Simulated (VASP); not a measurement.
**O: single point with LDA**

Crystal: O.

```
CELL_PARAMETERS angstrom
0.00000 1.48022 1.48022
1.48022 0.00000 1.48022
1.48022 1.48022 0.00000
ATOMIC_POSITIONS crystal
O 0.00000 0.00000 0.00000
```

- Program: VASP 6.6.1
- Task: single point
- Functional: LDA
- Potentials or basis: VASP PAW LDA potentials, release 64 (O)
- Cutoff: 520 eV
- k mesh: 18 × 18 × 18
- Occupations: fermi-dirac, width 0.08 eV
- Spin: collinear spin, ferromagnetic start
- Starting moments: [2.0] μB

The pressure is 26.6 GPa and the band gap on the k mesh is zero (filled and empty bands overlap). The net moment is 0.00 μB per cell and the valence electrons inside the program's atomic spheres are O 4.61.

Levels at points of the mesh, in eV from the Fermi level:
Spin up:
```tsv
k point	band 1	band 2	band 3	band 4	band 5	band 6	band 7
(0.00, 0.00, 0.00)	-23.41	2.50	2.50	2.50	22.29	36.97	36.97
(0.50, 0.00, 0.00)	-17.24	-8.89	1.44	1.44	23.86	27.90	34.19
(0.50, 0.50, 0.00)	-15.08	-7.48	-1.00	-1.00	17.33	22.29	33.40
```
Spin down:
| k point | band 1 | band 2 | band 3 | band 4 | band 5 | band 6 | band 7 | band 8 |
| --- | --- | --- | --- | --- | --- | --- | --- | --- |
| (0.00, 0.00, 0.00) | -23.41 | 2.50 | 2.50 | 2.50 | 22.29 | 36.97 | 36.97 | 36.97 |
| (0.50, 0.00, 0.00) | -17.24 | -8.89 | 1.45 | 1.45 | 23.86 | 27.90 | 34.19 | 34.19 |
| (0.50, 0.50, 0.00) | -15.08 | -7.47 | -1.00 | -1.00 | 17.34 | 22.29 | 33.40 | 44.29 |

It took 17 s on 1 thread of AMD EPYC 9R45 96-Core Processor (Zen 5), on a shared host, peak memory 0.09 GiB.
